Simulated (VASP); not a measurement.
Here is a VASP 6.6.1 calculation.

File INCAR:

```
SYSTEM = PtF2
PREC = Accurate
ENCUT = 520
EDIFF = 1E-6
ISMEAR = 0
SIGMA = 0.1
LREAL = .FALSE.
LASPH = .TRUE.
NELM = 100
ALGO = Normal
ISIF = 2
LWAVE = .FALSE.
LCHARG = .FALSE.
GGA = PE
NBANDS = 19
```

KPOINTS

```
Automatic mesh
0
G
  6 6 4
  0 0 0
```

The input POSCAR:

```
PtF2
1.0
    3.2831641549      0.0000000000      0.0000000000
    0.0000000000      3.2831641549      0.0000000000
    0.0000000000      0.0000000000      4.0991437266
Pt F
1 2
Direct
    0.0000000000      0.0000000000      0.0000000000
    0.0000000000      0.0000000000      0.5000000000
    0.5000000000      0.5000000000      0.0000000000
```

Potentials or basis: VASP PAW PBE potentials, release 64 (Pt, F).

Command:

```bash
$ cat potpaw_PBE.64/Pt/POTCAR potpaw_PBE.64/F/POTCAR > POTCAR
$ mpirun -np 1 vasp_std > vasp.out
```

**Question.** What does it give for the band gap on the k mesh?

**Answer.** Zero (bands 12 and 13 overlap by 2.17 eV).

**Question.** Predict the pressure.

**Answer.** 0.1 GPa.

Stress tensor (GPa, compression positive):
```
-0.08  0.00  0.00
 0.00 -0.08  0.00
 0.00  0.00  0.36
```

Caveat: the k points lie up to 0.38 Å⁻¹ apart, too coarse for converged energies and pressures of a metal; the cell differs from its parent crystal (atoms taken out); spin-orbit coupling is left out, which moves the levels of the heavy elements.
